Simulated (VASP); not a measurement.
Sc2TiW9C6N6: single point with PBE

Crystal: Sc2TiW9C6N6.

```
CELL_PARAMETERS angstrom
-4.38138 -4.35183 -0.00514
-0.05123 4.40820 4.38894
-4.44470 4.41001 -4.33953
ATOMIC_POSITIONS crystal
C 0.17388 0.34945 0.83884
C 0.64141 0.29809 0.81067
C 0.01785 0.52627 0.50108
C 0.16741 0.81737 0.84481
C 0.33858 0.17430 0.17394
C 0.82696 0.16028 0.16390
N 0.50854 0.51615 0.51283
N 0.32438 0.64911 0.14813
N 0.83660 0.68104 0.16348
N 0.66964 0.82835 0.84471
N 0.50936 0.00925 0.51210
N 0.96785 0.97581 0.49454
Sc 0.67033 0.35226 0.34191
Sc 0.16921 0.33500 0.33588
Ti 0.34768 0.67945 0.66595
W 0.47712 0.99130 0.01575
W 0.02818 0.01420 0.00217
W 0.86941 0.21210 0.66052
W 0.28098 0.13819 0.67883
W 0.50109 0.46619 0.98249
W 0.95293 0.45260 0.98886
W 0.85044 0.66823 0.67945
W 0.64161 0.84833 0.31799
W 0.19963 0.83639 0.32913
```

```yaml
Program: VASP 6.6.1
Task: single point
Functional: PBE
Potentials_or_basis: VASP PAW PBE potentials, release 64 (C, N, Sc_sv, Ti_sv, W_sv)
Cutoff: 520 eV
k_mesh: 3 × 3 × 2, shifted
Occupations: gaussian, width 0.1 eV
Spin: no spin polarisation
Dipole_correction: no
Further_INCAR_settings: LREAL = Auto; ALGO = Normal; EDIFF = 1e-06; NBANDS = 125; ISYM = 0
```

```yaml
Pressure: 0.8 GPa
Largest_force: 0.044 eV/Å
Band_gap_on_the_k_mesh: 0.05 eV (least direct gap 0.18 eV)
```

Forces in eV/Å, atoms in the order of the input:
```
C   -0.002  0.015  0.015
C    0.011 -0.012  0.004
C   -0.022  0.013  0.003
C   -0.010 -0.016 -0.018
C    0.013 -0.008  0.000
C   -0.003 -0.008 -0.001
N   -0.004  0.024 -0.011
N    0.019 -0.034 -0.007
N   -0.014  0.014  0.005
N    0.005  0.003  0.034
N   -0.010  0.024 -0.015
N    0.007 -0.029  0.006
Sc  -0.009 -0.011 -0.009
Sc   0.003 -0.008  0.003
Ti   0.000  0.007 -0.002
W   -0.005 -0.033  0.029
W    0.014  0.008 -0.007
W    0.009  0.017 -0.038
W   -0.020 -0.016  0.016
W    0.013  0.031  0.006
W   -0.013 -0.003  0.022
W    0.018 -0.009 -0.020
W   -0.017 -0.007 -0.012
W    0.018  0.038 -0.003
```

Stress tensor (GPa, compression positive):
```
 0.76 -0.05 -0.03
-0.05  0.83  0.06
-0.03  0.06  0.80
```

Levels at points of the mesh, in eV from the valence-band top:
| k point | band 104 | band 105 | band 106 | band 107 | band 108 | band 109 | band 110 | band 111 |
| --- | --- | --- | --- | --- | --- | --- | --- | --- |
| (0.00, 0.00, 0.25) | -1.15 | -0.81 | -0.34 | -0.11 | 0.06 | 0.38 | 0.49 | 0.78 |

Wall time 11 min on 1 thread of AMD EPYC 9R45 96-Core Processor (Zen 5), with other jobs on the host, peak memory 0.46 GiB.

Caveat: spin-orbit coupling is left out, which moves the levels of the heavy elements; a shifted mesh leaves out Γ, where band edges can lie. A k mesh can miss the band edges.
